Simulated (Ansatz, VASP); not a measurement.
## Two plane-wave programs on Ba

File INCAR:

```
  PREC = Accurate
  ENCUT = 520
  EDIFF = 1E-7
  ISMEAR = 0
  SIGMA = 0.15
  LREAL = F
  LASPH = T
  NELM = 60
  ALGO = Fast
  ISIF = 2
  LWAVE = F
  LCHARG = F
  GGA = PS
  NBANDS = 11
```

The input KPOINTS:

```
Automatic mesh
0
Gamma
  14 14 14
```

The input POSCAR:

```
Ba
1.0
   -2.3000000000      2.3000000000      2.6000000000
    2.3000000000     -2.3000000000      2.6000000000
    2.3000000000      2.3000000000     -2.6000000000
Ba
1
Direct
    0.0000000000      0.0000000000      0.0000000000
```

Input for Ansatz:

```yaml
crystal:
  lattice:
    - [-2.3, 2.3, 2.6]
    - [2.3, -2.3, 2.6]
    - [2.3, 2.3, -2.6]
  atoms:
    - { symbol: Ba, position: [0.0, 0.0, 0.0] }
basis:
  ecutwfc: 420
kpoints:
  mp_grid: { grid: [14, 14, 14] }
hamiltonian:
  xc: pbesol
scf:
  occupations: { method: gaussian, width: 0.15 }
output:
  forces: true
  stress: true
  eigenvalues: true
```

Change from the starting cell: strain -0.080 along x and y, +0.040 along z, atoms carried along.

Alike in both runs: task single point; functional PBEsol; k mesh 14 × 14 × 14; occupations gaussian, width 0.15 eV; no spin polarisation.

|  | VASP | Ansatz |
| --- | --- | --- |
| version | VASP 6.6.1 | Ansatz 0.2.0 |
| potentials or method | VASP PAW PBE potentials, release 64 (Ba_sv), cutoff 520 eV | scalar-relativistic, plane waves, PAW |
| valence electrons in the cell | 10 | 10 |

```tsv
	VASP	Ansatz	Ansatz less VASP
gap on the k mesh at the Fermi level (eV)	none	none	-
pressure (GPa)	0.7	0.6	-0.11
traceless stress, the component that is largest in VASP (GPa)	-0.31	-0.31	+0.004
```

VASP's potentials were made for PBE, not for PBEsol. A gap of «none» marks a metal or a gap that the smearing closes.

Spin-orbit coupling is off throughout.
